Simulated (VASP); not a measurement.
# Li3S2 (R-3m) in VASP: relaxation of cell and atoms with PBE

Aim: the relaxation of cell and atoms of Li3S2 with PBE.

Program: VASP 6.6.1. These are calculated values, not measurements. Logs are shortened: lines on timing, memory, paths and dates and some standing lists are left out, and cuts for length are marked.

## Step 1: The cell of the first run

It takes space group R-3m (No. 166, trigonal). Conventional cell: a = 7.593 Å, b = 7.593 Å, c = 6.049 Å, α = 90.00°, β = 90.00°, γ = 120.00°. Within 3.0 Å of Li (site symmetry 2/m) lie 2 S at 2.27 Å and 4 Li at 2.98 Å. Within 3.0 Å of S (site symmetry 3m) lie 3 Li at 2.27 Å and 1 S at 2.87 Å.

The cell was generated, and may not be a known phase.

## Step 2: Relaxation of cell and atoms, PBE

INCAR reads:

```
PREC     = Accurate       # precision mode
ENCUT    = 600            # plane-wave cutoff, eV
EDIFF    = 1E-6           # SCF threshold, eV
ISMEAR   = 0              # smearing method
SIGMA    = 0.1            # smearing width, eV
LREAL    = F              # projectors in reciprocal space
LASPH    = T              # aspherical terms in the spheres
NELM     = 80             # most SCF steps
ALGO     = Normal         # electronic algorithm
ISIF     = 3              # what is computed and relaxed
LWAVE    = F              # write WAVECAR
LCHARG   = F              # write CHGCAR
GGA      = PE             # functional
IBRION   = 2              # ionic algorithm
NSW      = 100            # ionic steps
EDIFFG   = -0.01          # ionic threshold
```

KPOINTS reads:

```
regular mesh
0
Gamma
  12 12 12
```

POSCAR reads:

```
Li3S2
1.0
    3.7966403909      2.1919913517      2.0164960400
   -3.7966403909      2.1919913517      2.0164960400
    0.0000000000     -4.3839827034      2.0164960400
Li S
3 2
Direct
    0.0000000000      0.5000000000      0.0000000000
    0.0000000000      0.0000000000      0.5000000000
    0.5000000000      0.0000000000      0.0000000000
    0.7369299237      0.7369299237      0.7369299237
    0.2630700763      0.2630700763      0.2630700763
```

Potentials or basis: VASP PAW PBE potentials, release 64 (Li_sv, S).

Command:

```bash
$ cat potpaw_PBE.64/Li_sv/POTCAR potpaw_PBE.64/S/POTCAR > POTCAR
$ mpirun -np 1 vasp_std > vasp.out
```

OUTCAR:

```text
PREC = Accurate
   ENCUT = 600
   EDIFF = 1E-6
   ISMEAR = 0
   LREAL = F
   LASPH = T
   NELM = 80
   ISIF = 3
   GGA = PE
   IBRION = 2
   NSW = 100
   EDIFFG = -0.01

 ion  position               nearest neighbor table
   1  0.000  0.500  0.000-   4 2.27   5 2.27
   2  0.000  0.000  0.500-   4 2.27   5 2.27
   3  0.500  0.000  0.000-   4 2.27   5 2.27
   4  0.737  0.737  0.737-   2 2.27   1 2.27   3 2.27
   5  0.263  0.263  0.263-   2 2.27   1 2.27   3 2.27

  LATTYP: Found a trigonal (rhomboedric) cell.
 ALAT       =     4.8255114364
 COS(alpha) =    -0.2380615173

  Lattice vectors:

 A1 = (   3.7966403909,   2.1919913517,   2.0164960400)
 A2 = (  -3.7966403909,   2.1919913517,   2.0164960400)
 A3 = (   0.0000000000,  -4.3839827034,   2.0164960400)

Analysis of symmetry for initial positions (statically):
=====================================================================
 Subroutine PRICEL returns:
 Original cell was already a primitive cell.

 Routine SETGRP: Setting up the symmetry group for a
 trigonal (rhombohedral) supercell.

 Subroutine GETGRP returns: Found 12 space group operations
 (whereof 12 operations were pure point group operations)
 out of a pool of 12 trial point group operations.

The static configuration has the point symmetry D_3d.

Analysis of symmetry for dynamics (positions and initial velocities):
=====================================================================
 Subroutine PRICEL returns:
 Original cell was already a primitive cell.

 Routine SETGRP: Setting up the symmetry group for a
 trigonal (rhombohedral) supercell.

 Subroutine GETGRP returns: Found 12 space group operations
 (whereof 12 operations were pure point group operations)
 out of a pool of 12 trial point group operations.

The dynamic configuration has the point symmetry D_3d.

 Subroutine INISYM returns: Found 12 space group operations
 (whereof 12 operations are pure point group operations),
 and found     1 'primitive' translations

----------------------------------------------------------------------------------------

                                     Primitive cell

  volume of cell :     100.6901

  direct lattice vectors                    reciprocal lattice vectors
     3.796640391  2.191991352  2.016496040     0.131695380  0.076034363  0.165303242
    -3.796640391  2.191991352  2.016496040    -0.131695380  0.076034363  0.165303242
     0.000000000 -4.383982703  2.016496040     0.000000000 -0.152068726  0.165303242

  length of vectors
     4.825511436  4.825511436  4.825511436     0.224610907  0.224610907  0.224610907

  position of ions in fractional coordinates (direct lattice)
     1.000000000  0.500000000  0.000000000
     0.000000000  0.000000000  0.500000000
     0.500000000  1.000000000  0.000000000
     0.736929924  0.736929924  0.736929924
     0.263070076  0.263070076  0.263070076

  ion indices of the primitive-cell ions
   primitive index   ion index
                 1           1
                 2           2
                 3           3
                 4           4
                 5           5

----------------------------------------------------------------------------------------

 KPOINTS: regular mesh

Automatic generation of k-mesh.
 Grid dimensions read from file:
 generate k-points for:   12   12   12

 Generating k-lattice:

  Cartesian coordinates                     Fractional coordinates (reciprocal lattice)
     0.010974615  0.006336197  0.013775270     0.083333333 -0.000000000  0.000000000
    -0.010974615  0.006336197  0.013775270    -0.000000000  0.083333333  0.000000000
     0.000000000 -0.012672394  0.013775270     0.000000000  0.000000000  0.083333333

  Length of vectors
     0.018717576  0.018717576  0.018717576

  Shift w.r.t. Gamma in fractional coordinates (k-lattice)
     0.000000000  0.000000000  0.000000000

 Subroutine IBZKPT returns following result:
 ===========================================

 Found    189 irreducible k-points:

 Following reciprocal coordinates:
            Coordinates               Weight
  0.000000  0.000000  0.000000      1.000000
  0.083333  0.000000  0.000000      6.000000
  0.166667 -0.000000  0.000000      6.000000
  0.250000  0.000000  0.000000      6.000000
  0.333333 -0.000000  0.000000      6.000000
  0.416667 -0.000000  0.000000      6.000000
[... 16 lines left out ...]
  0.500000  0.166667  0.000000     12.000000
 -0.416667  0.166667 -0.000000     12.000000
 [... further k-points ...]
   k-points           NKPTS =    189   k-points in BZ     NKDIM =    189   number of bands    NBANDS=     14
   number of dos      NEDOS =    301   number of ions     NIONS =      5
   total plane-waves  NPLWV =  64000
   dimension x,y,z NGX =    40 NGY =   40 NGZ =   40
   dimension x,y,z NGXF=    80 NGYF=   80 NGZF=   80
   ions per type =               3   2
   NGX,Y,Z   is equivalent  to a cutoff of  13.78, 13.78, 13.78 a.u.
   NGXF,Y,Z  is equivalent  to a cutoff of  27.56, 27.56, 27.56 a.u.
 SYSTEM =  unknown system
   PREC   = accura    normal or accurate (medium, high low for compatibility)
   ISTART =      0    job   : 0-new  1-cont  2-samecut
   ICHARG =      2    charge: 1-file 2-atom 10-const
   ISPIN  =      1    spin polarized calculation?
   LNONCOLLINEAR =      F non collinear calculations
   LSORBIT =      F    spin-orbit coupling
   LASPH  =      T    aspherical Exc in radial PAW
   ENCUT  =  600.0 eV  44.10 Ry    6.64 a.u.   9.64  9.64  9.64*2*pi/ulx,y,z
   NELM   =     80;   NELMIN=  2; NELMDL= -5     # of ELM steps
   EDIFF  = 0.1E-05   stopping-criterion for ELM
   LREAL  =      F    real-space projection
   EDIFFG = -.1E-01   stopping-criterion for IOM
   NSW    =    100    number of steps for IOM
   IBRION =      2    ionic relax: 0-MD 1-quasi-New 2-CG
   NFREE  =      1    steps in history (QN), initial steepest desc. (CG)
   ISIF   =      3    stress and relaxation
   ISYM   =      2    0-nonsym 1-usesym 2-fastsym
   POTIM  = 0.5000    time-step for ionic-motion
   TEBEG  =    0.0;   TEEND  =   0.0 temperature during run
   PSTRESS=    0.0 pullay stress
   NELECT =      21.0000    total number of electrons
   NUPDOWN=      -1.0000    fix difference up-down
   EMIN   =  10.00;   EMAX   =-10.00  energy-range for DOS
   EFERMI =   0.00;   METHOD = LEGACY
   ISMEAR =     0;   SIGMA  =   0.10  broadening in eV -4-tet -1-fermi 0-gaus
   EFERMI_NEDOS =   21; number of points for ismear=-14 and -15
   IALGO  =     38    algorithm
   IMIX   =      4    mixing-type and parameters
     AMIX     =   0.40;   BMIX     =  1.00
     AMIX_MAG =   1.60;   BMIX_MAG =  1.00
  volume/ion in A,a.u.               =      20.14       135.90
  Fermi-wavevector in a.u.,A,eV,Ry     =   0.970850  1.834641 12.824177  0.942550
  Thomas-Fermi vector in A             =   2.101019
   LORBIT       =      0    0 simple, 1 ext, 2 COOP (PROOUT), +10 PAW based schemes
   GGA     = PE    functional components
   LHFCALC =     F    Hartree Fock is set to
   AEXX    =    0.0000 exact exchange contribution
   IVDW    =     0    specifies the selected vdW correction
   LEPSILON=     F    determine dielectric tensor
   LRPA    =     F    only Hartree local field effects (RPA)
 conjugate gradient relaxation of ions
 non-spin polarized calculation
 Gauss-broadening in eV      SIGMA  =   0.10
  energy-cutoff  :      600.00
  volume of cell :      100.69
 maximum number of plane-waves:      3383
   NGX = 19   NGY = 19   NGZ = 19

--------------------------------------- Ionic step        1  -------------------------------------------

 number of electron      20.9999970 magnetization

 Free energy of the ion-electron system (eV)
  ---------------------------------------------------
  ext. energy  EPLUGINS =         0.00000000
  ---------------------------------------------------
  free energy    TOTEN  =       -17.73687525 eV

  energy without entropy =      -17.73061455  energy(sigma->0) =      -17.73374490

------------------------ aborting loop because EDIFF is reached ----------------------------------------

  FORCE on cell =-STRESS in cart. coord.  units (eV):
  Direction    XX          YY          ZZ          XY          YZ          ZX
  --------------------------------------------------------------------------------------
  -------------------------------------------------------------------------------------
  Total        0.0186264      0.0186264      0.0956661     -0.0000000      0.0000000     -0.0000000
  in kB        0.2963831      0.2963831      1.5222352     -0.0000000      0.0000000     -0.0000000
  external PRESSURE =       0.7050005 kB  Pullay stress =       0.0000000 kB
[... 63 lines left out ...]
  energy  without entropy=      -17.7306971216  energy(sigma->0) =      -17.73382849

--------------------------------------- Ionic step        3  -------------------------------------------

 number of electron      20.9999971 magnetization

 Free energy of the ion-electron system (eV)
  ---------------------------------------------------
  ext. energy  EPLUGINS =         0.00000000
  ---------------------------------------------------
  free energy    TOTEN  =       -17.73701486 eV

  energy without entropy =      -17.73074849  energy(sigma->0) =      -17.73388167

 E-fermi :   1.9224     XC(G=0):  -7.6554

 val. band max:        1.8976797345   @ k =   0.2500   0.0000   0.0000
 cond. band min:       1.9241988431   @ k =  -0.1667   0.3333   0.0833
 fundamental gap:      0.0265191086
 Fermi energy:         1.9224114905

 k-point     1 :       0.0000    0.0000    0.0000
  band No.  band energies     occupation
      1     -44.3346      2.00000
      2     -44.3221      2.00000
      3     -44.3221      2.00000
      4     -10.6581      2.00000
      5      -9.3617      2.00000
      6      -1.9013      2.00000
      7      -0.7849      2.00000
      8      -0.7849      2.00000
      9       0.1586      2.00000
     10       0.1586      2.00000
     11       3.0441      0.00000
     12       3.4357      0.00000
     13       4.1601      0.00000
     14       4.1601      0.00000
[... 375 lines left out ...]
 k-point    24 :      -0.4167    0.1667   -0.0000
  band No.  band energies     occupation
      1     -44.3313      2.00000
      2     -44.3252      2.00000
      3     -44.3222      2.00000
      4     -10.4657      2.00000
      5      -9.5637      2.00000
      6      -1.5866      2.00000
      7      -1.4015      2.00000
      8      -0.7853      2.00000
      9      -0.3021      2.00000
     10       0.1013      2.00000
     11       1.9758      0.45029
     12       4.7618      0.00000
     13       5.2323      0.00000
     14       5.5608      0.00000

 [... further k-points ...]
[... 5 lines left out ...]
  --------------------------------------------------------------------------------------
  -------------------------------------------------------------------------------------
  Total       -0.0289092     -0.0289092     -0.0005247      0.0000000     -0.0000000      0.0000000
  in kB       -0.4582686     -0.4582686     -0.0083172      0.0000000     -0.0000000      0.0000000
  external PRESSURE =      -0.3082848 kB  Pullay stress =       0.0000000 kB
[... 20 lines left out ...]
  FREE ENERGIE OF THE ION-ELECTRON SYSTEM (eV)
  ---------------------------------------------------
  free  energy   TOTEN  =       -17.7370148613 eV

  energy  without entropy=      -17.7307484879  energy(sigma->0) =      -17.73388167

 reached required accuracy - stopping structural energy minimisation
```

Run time: 15 min. Hardware: 1 thread of Intel Xeon 8259CL, shared host; peak memory 0.44 GiB.

Results:

```
Free energy                           : -17.7370 eV
Relaxed volume                        : 20.21 Å³/atom
Relaxed cell                          : a = 4.830 Å, b = 4.830 Å, c = 4.830 Å, α = 103.72°, β = 103.72°, γ = 103.72°
Space group after relaxing (to 0.1 Å) : R-3m (No. 166)
Energy gained by relaxing             : 0.0 meV/atom
Ionic steps                           : 3
Pressure after relaxing               : 0.0 GPa
Largest force after relaxing          : 0.003 eV/Å
Band gap on the k mesh                : zero (an odd number of electrons rules out a gap without spin polarisation)
```

Forces on the atoms (eV/Å):
```
Li   0.000  0.000  0.000
Li   0.000  0.000  0.000
Li   0.000  0.000  0.000
S    0.000  0.000 -0.003
S    0.000  0.000  0.003
```

Step by step:
| step | energy change (eV) | largest force (eV/Å) | pressure (GPa) | volume (Å³) |
| --- | --- | --- | --- | --- |
| 1 | 0.0000 | 0.0092 | 0.07 | 100.69 |
| 2 | -0.0001 | 0.0071 | 0.04 | 100.82 |
| 3 | -0.0001 | 0.0030 | -0.03 | 101.07 |

Final structure:
```
CELL_PARAMETERS angstrom
3.79865 2.19315 2.02198
-3.79865 2.19315 2.02198
0.00000 -4.38630 2.02198
ATOMIC_POSITIONS crystal
Li 0.00000 0.50000 0.00000
Li 0.00000 0.00000 0.50000
Li 0.50000 0.00000 0.00000
S 0.73671 0.73671 0.73671
S 0.26329 0.26329 0.26329
```

Levels at points of the mesh, in eV from the Fermi level:
| k point | band 9 | band 10 | band 11 | band 12 | band 13 | band 14 |
| --- | --- | --- | --- | --- | --- | --- |
| (0.00, 0.00, 0.00) | -1.76 | -1.76 | 1.12 | 1.51 | 2.24 | 2.24 |
| (0.50, 0.00, 0.00) | -1.98 | -1.97 | -1.59 | 3.02 | 3.22 | 3.93 |
| (0.50, 0.50, 0.00) | -1.93 | -1.90 | 1.12 | 2.29 | 3.16 | 5.19 |
| (0.50, 0.50, 0.50) | -2.52 | -2.18 | -1.97 | 3.65 | 3.65 | 5.40 |

Caveat: the cutoff is under 1.25 times the usual one of these potentials, so pressure, stress and relaxed cells hold a basis-set (Pulay) error.

The gap in the log of VASP goes by the Fermi energy; the results here count the filled bands.